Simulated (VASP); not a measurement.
A run of VASP 6.6.1:

INCAR

```
SYSTEM = Sn
PREC = Accurate
ENCUT = 520
EDIFF = 1E-6
ISMEAR = -1
SIGMA = 0.1
LREAL = .FALSE.
LASPH = .TRUE.
NELM = 60
ALGO = Normal
ISIF = 2
LWAVE = .FALSE.
LCHARG = .FALSE.
GGA = PE
NBANDS = 13
```

File KPOINTS:

```
Automatic mesh
0
G
  15 15 15
  0 0 0
```

POSCAR

```
Sn
1.0
   -1.9044394431      1.9044394431      1.9044394431
    1.9044394431     -1.9044394431      1.9044394431
    1.9044394431      1.9044394431     -1.9044394431
Sn
1
Direct
    0.0000000000      0.0000000000      0.0000000000
```

Potentials or basis: VASP PAW PBE potentials, release 64 (Sn_d).

Run with:

```bash
$ cat potpaw_PBE.64/Sn_d/POTCAR > POTCAR
$ mpirun -np 1 vasp_std > vasp.out
```

Hardware: 1 thread of Intel Xeon 8259CL (shared host).

Task: Estimate the wall time of this run.

Result: Wall time 38 s on 1 thread of Intel Xeon 8259CL (shared host), peak memory 0.18 GiB. Counts: scf iterations 11, k points 120.
